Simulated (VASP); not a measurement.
# BN in VASP: notebook

The runs below take BN through single point, with PBEsol+D3(BJ).

All numbers are computed with VASP 6.6.1; they aren't measurements. Logs are shortened: lines on timing, memory, paths and dates and some standing lists are left out, and cuts for length are marked.

**1. The cell of the first run**

The typed cell holds 2 atoms: a = 2.503 Å, b = 2.503 Å, c = 3.665 Å, α = 90.10°, β = 109.87°, γ = 120.00°.

**2. Single point, PBEsol+D3(BJ) (9.14 Å³/atom)**

Input file INCAR:

```
SYSTEM = BN
  ALGO = Normal
  EDIFF = 1E-7
  ENCUT = 520
  GGA = PS
  ISIF = 2
  ISMEAR = 0
  IVDW = 12
  LASPH = .True.
  LCHARG = .False.
  LREAL = .False.
  LWAVE = .False.
  NBANDS = 11
  NELM = 60
  PREC = Accurate
  SIGMA = 0.02
```

Input file KPOINTS:

```
k-points
0
Gamma
  12 12 12
  0 0 0
```

Input file POSCAR:

```
BN
1.0
    2.4915988357      0.0025150858     -0.2410454200
   -1.2362996202      2.1632604601      0.2409324146
   -0.9188317957     -0.9142322553      3.4279707610
B N
1 1
Direct
    0.9909773053      0.9913920128     -0.0062446495
    0.6571716947      0.3244919872      0.9930496495
```

Potentials or basis: VASP PAW PBE potentials, release 64 (B, N).

Command:

```sh
cat potpaw_PBE.64/B/POTCAR potpaw_PBE.64/N/POTCAR > POTCAR
mpirun -np 1 vasp_std > vasp.out
```

OUTCAR:

```text
SYSTEM = BN
   EDIFF = 1E-7
   ENCUT = 520
   GGA = PS
   ISIF = 2
   ISMEAR = 0
   IVDW = 12
   LASPH = .True.
   LREAL = .False.
   NELM = 60
   PREC = Accurate
 IVDW          = 12

 ion  position               nearest neighbor table
   1  0.991  0.991  0.994-   2 1.45   2 1.45   2 1.45
   2  0.657  0.324  0.993-   1 1.45   1 1.45   1 1.45

  LATTYP: Found a triclinic cell.
 ALAT       =     2.5032698313
 B/A-ratio  =     0.9999851691
 C/A-ratio  =     1.4639518045
 COS(alpha) =     0.0016591417
 COS(beta)  =     0.3414717351
 COS(gamma) =     0.5000068555

  Lattice vectors:

 A1 = (  -1.2552992155,  -2.1657755459,   0.0001130054)
 A2 = (  -2.4915988357,  -0.0025150858,   0.2410454200)
 A3 = (  -0.3364674198,  -1.2515432906,  -3.4278577556)

Analysis of symmetry for initial positions (statically):
=====================================================================
 Subroutine PRICEL returns:
 Original cell was already a primitive cell.

 Routine SETGRP: Setting up the symmetry group for a
 triclinic supercell.

 Subroutine GETGRP returns: Found  1 space group operations
 (whereof  1 operations were pure point group operations)
 out of a pool of  2 trial point group operations.

The static configuration has the point symmetry C_1 .

Analysis of symmetry for dynamics (positions and initial velocities):
=====================================================================
 Subroutine PRICEL returns:
 Original cell was already a primitive cell.

 Routine SETGRP: Setting up the symmetry group for a
 triclinic supercell.

 Subroutine GETGRP returns: Found  1 space group operations
 (whereof  1 operations were pure point group operations)
 out of a pool of  2 trial point group operations.

The dynamic configuration has the point symmetry C_1 .

 Subroutine INISYM returns: Found  1 space group operations
 (whereof  1 operations are pure point group operations),
 and found     1 'primitive' translations

----------------------------------------------------------------------------------------

                                     Primitive cell

  volume of cell :      18.2840

  direct lattice vectors                    reciprocal lattice vectors
     2.491598836  0.002515086 -0.241045420     0.417624386  0.219679139  0.170527802
    -1.236299620  2.163260460  0.240932415     0.011581129  0.455022351  0.124457660
    -0.918831796 -0.914232255  3.427970761     0.028552220 -0.016533683  0.294961402

  length of vectors
     2.503232706  2.503234108  3.664840518     0.501745735  0.471878345  0.296800978

  position of ions in fractional coordinates (direct lattice)
     0.990977305  0.991392013  0.993755351
     0.657171695  0.324491987  0.993049650

  ion indices of the primitive-cell ions
   primitive index   ion index
                 1           1
                 2           2

----------------------------------------------------------------------------------------

 KPOINTS: k-points

Automatic generation of k-mesh.
 Grid dimensions read from file:
 generate k-points for:   12   12   12

 Generating k-lattice:

  Cartesian coordinates                     Fractional coordinates (reciprocal lattice)
     0.034802032  0.018306595  0.014210650     0.083333333  0.000000000  0.000000000
     0.000965094  0.037918529  0.010371472     0.000000000  0.083333333  0.000000000
     0.002379352 -0.001377807  0.024580117    -0.000000000  0.000000000  0.083333333

  Length of vectors
     0.041812145  0.039323195  0.024733415

  Shift w.r.t. Gamma in fractional coordinates (k-lattice)
     0.000000000  0.000000000  0.000000000

 Subroutine IBZKPT returns following result:
 ===========================================

 Found    868 irreducible k-points:

 Following reciprocal coordinates:
            Coordinates               Weight
  0.000000  0.000000  0.000000      1.000000
  0.083333  0.000000  0.000000      2.000000
  0.000000  0.083333 -0.083333      2.000000
  0.166667  0.000000 -0.000000      2.000000
  0.000000  0.166667 -0.166667      2.000000
  0.250000  0.000000  0.000000      2.000000
[... 16 lines left out ...]
  0.083333  0.333333 -0.416667      2.000000
  0.416667  0.083333 -0.000000      2.000000
 [... further k-points ...]
   k-points           NKPTS =    868   k-points in BZ     NKDIM =    868   number of bands    NBANDS=     11
   number of dos      NEDOS =    301   number of ions     NIONS =      2
   total plane-waves  NPLWV =  11200
   dimension x,y,z NGX =    20 NGY =   20 NGZ =   28
   dimension x,y,z NGXF=    40 NGYF=   40 NGZF=   56
   ions per type =               1   1
   NGX,Y,Z   is equivalent  to a cutoff of  13.28, 13.28, 12.70 a.u.
   NGXF,Y,Z  is equivalent  to a cutoff of  26.56, 26.56, 25.40 a.u.
 SYSTEM =  BN
   PREC   = accura    normal or accurate (medium, high low for compatibility)
   ISTART =      0    job   : 0-new  1-cont  2-samecut
   ICHARG =      2    charge: 1-file 2-atom 10-const
   ISPIN  =      1    spin polarized calculation?
   LNONCOLLINEAR =      F non collinear calculations
   LSORBIT =      F    spin-orbit coupling
   LASPH  =      T    aspherical Exc in radial PAW
   ENCUT  =  520.0 eV  38.22 Ry    6.18 a.u.   4.65  4.65  6.81*2*pi/ulx,y,z
   NELM   =     60;   NELMIN=  2; NELMDL= -5     # of ELM steps
   EDIFF  = 0.1E-06   stopping-criterion for ELM
   LREAL  =      F    real-space projection
   EDIFFG = 0.1E-05   stopping-criterion for IOM
   NSW    =      0    number of steps for IOM
   IBRION =     -1    ionic relax: 0-MD 1-quasi-New 2-CG
   NFREE  =      0    steps in history (QN), initial steepest desc. (CG)
   ISIF   =      2    stress and relaxation
   ISYM   =      2    0-nonsym 1-usesym 2-fastsym
   POTIM  = 0.5000    time-step for ionic-motion
   TEBEG  =    0.0;   TEEND  =   0.0 temperature during run
   PSTRESS=    0.0 pullay stress
   NELECT =       8.0000    total number of electrons
   NUPDOWN=      -1.0000    fix difference up-down
   EMIN   =  10.00;   EMAX   =-10.00  energy-range for DOS
   EFERMI =   0.00;   METHOD = LEGACY
   ISMEAR =     0;   SIGMA  =   0.02  broadening in eV -4-tet -1-fermi 0-gaus
   EFERMI_NEDOS =   21; number of points for ismear=-14 and -15
   IALGO  =     38    algorithm
   IMIX   =      4    mixing-type and parameters
     AMIX     =   0.40;   BMIX     =  1.00
     AMIX_MAG =   1.60;   BMIX_MAG =  1.00
  volume/ion in A,a.u.               =       9.14        61.69
  Fermi-wavevector in a.u.,A,eV,Ry     =   1.242837  2.348621 21.016147  1.544643
  Thomas-Fermi vector in A             =   2.377174
   LORBIT       =      0    0 simple, 1 ext, 2 COOP (PROOUT), +10 PAW based schemes
   GGA     = PS    functional components
   LHFCALC =     F    Hartree Fock is set to
   AEXX    =    0.0000 exact exchange contribution
   IVDW    =    12    specifies the selected vdW correction
   LEPSILON=     F    determine dielectric tensor
   LRPA    =     F    only Hartree local field effects (RPA)
 non-spin polarized calculation
 Gauss-broadening in eV      SIGMA  =   0.02
  energy-cutoff  :      520.00
  volume of cell :       18.28
 maximum number of plane-waves:       517
   NGX =  9   NGY =  9   NGZ = 13

 number of electron       8.0000001 magnetization

 Free energy of the ion-electron system (eV)
  ---------------------------------------------------
  ext. energy  EPLUGINS =         0.00000000
  ---------------------------------------------------
  free energy    TOTEN  =       -18.28461936 eV

  energy without entropy =      -18.28461936  energy(sigma->0) =      -18.28461936

 E-fermi :   2.2582     XC(G=0): -10.2134

 val. band max:        2.0532041211   @ k =   0.3333   0.3333   0.3333
 cond. band min:       6.2166250981   @ k =   0.5000   0.5000   0.5000
 fundamental gap:      4.1634209770
 Fermi energy:         2.2581701688

 k-point     1 :       0.0000    0.0000    0.0000
  band No.  band energies     occupation
      1     -15.6787      2.00000
      2      -2.1392      2.00000
      3       0.7901      2.00000
      4       0.7901      2.00000
      5       7.0279      0.00000
      6      13.6831      0.00000
      7      13.6844      0.00000
      8      15.1569      0.00000
      9      16.7579      0.00000
     10      27.7189      0.00000
     11      29.7791      0.00000

 k-point     2 :       0.0833    0.0000    0.0000
  band No.  band energies     occupation
      1     -15.5346      2.00000
      2      -2.0479      2.00000
      3       0.2265      2.00000
      4       0.5261      2.00000
      5       7.4130      0.00000
      6      13.5918      0.00000
      7      14.2764      0.00000
      8      14.6890      0.00000
      9      17.2046      0.00000
     10      27.6022      0.00000
     11      28.1096      0.00000

 k-point     3 :       0.0000    0.0833   -0.0833
  band No.  band energies     occupation
      1     -15.5346      2.00000
      2      -2.0479      2.00000
      3       0.2265      2.00000
      4       0.5261      2.00000
      5       7.4129      0.00000
      6      13.5918      0.00000
      7      14.2764      0.00000
      8      14.6890      0.00000
      9      17.2046      0.00000
     10      27.6019      0.00000
     11      28.1094      0.00000
[... 267 lines left out ...]
 k-point    23 :       0.0833    0.3333   -0.4167
  band No.  band energies     occupation
      1     -13.0902      2.00000
      2      -5.4758      2.00000
      3      -2.1277      2.00000
      4       0.1026      2.00000
      5       7.8328      0.00000
      6      12.2961      0.00000
      7      14.5630      0.00000
      8      19.5555      0.00000
      9      20.6227      0.00000
     10      22.8637      0.00000
     11      26.7156      0.00000

 k-point    24 :       0.4167    0.0833   -0.0000
  band No.  band energies     occupation
      1     -12.4284      2.00000
      2      -6.5272      2.00000
      3      -2.4235      2.00000
      4       0.8452      2.00000
      5       6.4943      0.00000
      6      12.4460      0.00000
      7      15.7464      0.00000
      8      19.2808      0.00000
      9      21.7520      0.00000
     10      23.5539      0.00000
     11      26.4462      0.00000

 [... further k-points ...]

------------------------ aborting loop because EDIFF is reached ----------------------------------------

 Edisp (eV)   -0.19887

 E8    (eV) :    -0.0992

  FORCE on cell =-STRESS in cart. coord.  units (eV):
  Direction    XX          YY          ZZ          XY          YZ          ZX
  --------------------------------------------------------------------------------------
  -------------------------------------------------------------------------------------
  Total      -0.09314    -0.09259    -0.16594     0.00042     0.00468    -0.00799
  in kB      -8.16188    -8.11343   -14.54049     0.03703     0.41018    -0.69973
  external pressure =      -10.27 kB  Pullay stress =        0.00 kB

 VOLUME and BASIS-vectors are now :
 -----------------------------------------------------------------------------
  energy-cutoff  :      520.00
  volume of cell :       18.28
      direct lattice vectors                 reciprocal lattice vectors
     2.491598836  0.002515086 -0.241045420     0.417624386  0.219679139  0.170527802
    -1.236299620  2.163260460  0.240932415     0.011581129  0.455022351  0.124457660
    -0.918831796 -0.914232255  3.427970761     0.028552220 -0.016533683  0.294961402

 POSITION                                       TOTAL-FORCE (eV/Angst)
 -----------------------------------------------------------------------------------
      0.33037      1.23861      3.40655        -0.000099      0.000090     -0.001150
      0.32379     -0.20426      3.32392         0.000099     -0.000090      0.001150
 -----------------------------------------------------------------------------------
    total drift:                               -0.000178      0.000019     -0.000121

  FREE ENERGIE OF THE ION-ELECTRON SYSTEM (eV)
  ---------------------------------------------------
  free  energy   TOTEN  =       -18.4834869596 eV

  energy  without entropy=      -18.4834869596  energy(sigma->0) =      -18.48348696
```

Run time: 4.9 min. Hardware: 1 thread of AMD EPYC 7R13, shared host; peak memory 0.25 GiB.

What came out:

| Property | Result |
| --- | --- |
| Free energy | -18.4835 eV |
| Pressure | -1.0 GPa |
| Band gap on the k mesh | 4.16 eV (least direct gap 4.63 eV) |
| Dispersion energy per atom | -0.099 eV |

Caveat: the PAW data sets were made with another functional, which shifts forces and pressure a little.

**3. Single point, PBEsol+D3(BJ) (9.49 Å³/atom)**

This run uses another cell than the first one, of 9.49 Å³/atom.

Input file INCAR:

```
SYSTEM = BN
ALGO = Normal
EDIFF = 1E-7
ENCUT = 520
GGA = PS
ISIF = 2
ISMEAR = 0
IVDW = 12
LASPH = .TRUE.
LCHARG = .TRUE.
LELF = .TRUE.
LREAL = .FALSE.
LVHAR = .TRUE.
LWAVE = .FALSE.
NBANDS = 11
NELM = 80
PREC = Accurate
SIGMA = 0.02
```

Input file KPOINTS:

```
k-points
0
G
  12 12 12
  0 0 0
```

Input file POSCAR:

```
BN
1.0
    2.4927256847      0.0025412086     -0.2417841550
   -1.2368343526      2.1642489256      0.2416988482
   -0.9083276333     -0.9209497547      3.5513785934
B N
1 1
Direct
    0.9908958840      0.9913519415     -0.0063661583
    0.6572531160      0.3245320585      0.9931711583
```

Potentials or basis: VASP PAW PBE potentials, release 64 (B, N).

Command:

```sh
cat potpaw_PBE.64/B/POTCAR potpaw_PBE.64/N/POTCAR > POTCAR
mpirun -np 1 vasp_std > vasp.out
```

It took 5.6 min on 1 thread of AMD EPYC 7R13, shared host; peak memory 0.26 GiB.

It converged, with:

```yaml
Free_energy: -18.4770 eV
Pressure: -1.4 GPa
Band_gap_on_the_k_mesh: 4.23 eV (least direct gap 4.62 eV)
Dispersion_energy_per_atom: -0.096 eV
```

Stress tensor (GPa, compression positive):
```
-1.24  0.00 -0.07
 0.00 -1.23  0.04
-0.07  0.04 -1.87
```

Levels at points of the mesh, in eV from the valence-band top:
```tsv
k point	band 1	band 2	band 3	band 4	band 5	band 6	band 7	band 8	band 9
(0.00, 0.00, 0.00)	-17.70	-4.38	-1.28	-1.28	4.79	11.60	11.60	13.00	14.50
(0.50, 0.00, 0.00)	-14.46	-8.83	-4.12	-1.14	4.24	9.83	13.81	16.84	19.63
(0.00, 0.50, 0.50)	-14.46	-8.83	-4.12	-1.14	4.24	9.83	13.81	16.84	19.63
(0.00, 0.50, 0.00)	-14.51	-8.93	-4.08	-0.67	5.14	9.77	12.71	14.52	19.41
(0.50, 0.00, 0.50)	-14.51	-8.93	-4.08	-0.67	5.14	9.77	12.71	14.52	19.41
(0.50, 0.50, 0.00)	-14.51	-8.93	-4.08	-0.66	5.15	9.76	12.70	14.50	19.41
(0.00, 0.00, 0.50)	-17.50	-6.06	-1.29	-1.29	9.55	11.54	11.54	11.93	15.73
(0.50, 0.50, 0.50)	-14.46	-8.83	-4.12	-1.14	4.23	9.83	13.82	16.87	19.63
```

Caveat: the PAW data sets were made with another functional, which shifts forces and pressure a little. A k mesh can miss the band edges.
